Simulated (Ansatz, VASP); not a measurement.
Two plane-wave programs on MgCd5Se6

```
Mg Cd Se
1.0
     4.16497    0.00000    0.00000
    -2.08249    3.60697    0.00000
     0.00000    0.00000   20.40412
Mg Cd Se
1 5 6
Direct
  0.00000 0.00000 0.00000
  0.33333 0.66667 0.83333
  0.66667 0.33333 0.66667
  0.00000 0.00000 0.50000
  0.33333 0.66667 0.33333
  0.66667 0.33333 0.16667
  0.66667 0.33333 0.91667
  0.00000 0.00000 0.75000
  0.33333 0.66667 0.58333
  0.66667 0.33333 0.41667
  0.00000 0.00000 0.25000
  0.33333 0.66667 0.08333
```

Alike in both runs: task relaxation of cell and atoms; functional PBE; k mesh 6 × 6 × 1; occupations gaussian, width 0.1 eV; no spin polarisation.

|  | VASP | Ansatz |
| --- | --- | --- |
| version | VASP 6.6.1 | Ansatz 0.2.0 |
| potentials or method | VASP PAW PBE potentials, release 64 (Mg, Cd, Se), cutoff 600 eV | scalar-relativistic, plane waves, PAW |
| valence electrons in the cell | 98 | 206 |

Ansatz gave:

```
gap on the k mesh at the Fermi level, each at its own relaxed structure (eV) : none
relaxed volume (Å³/atom)                                                     : 23.20
relaxed cell length with the largest relative difference (Å)                 : 4.032
```

Question: Which values does VASP return?

Answer: gap on the k mesh at the Fermi level, each at its own relaxed structure (eV): none; relaxed volume (Å³/atom): 23.25; relaxed cell length with the largest relative difference (Å): 4.035.

A gap of «none» marks a metal or a gap that the smearing closes. VASP's potentials hold 98 valence electrons a cell and Ansatz's 206, so a difference there can come from the potentials and not from the codes.
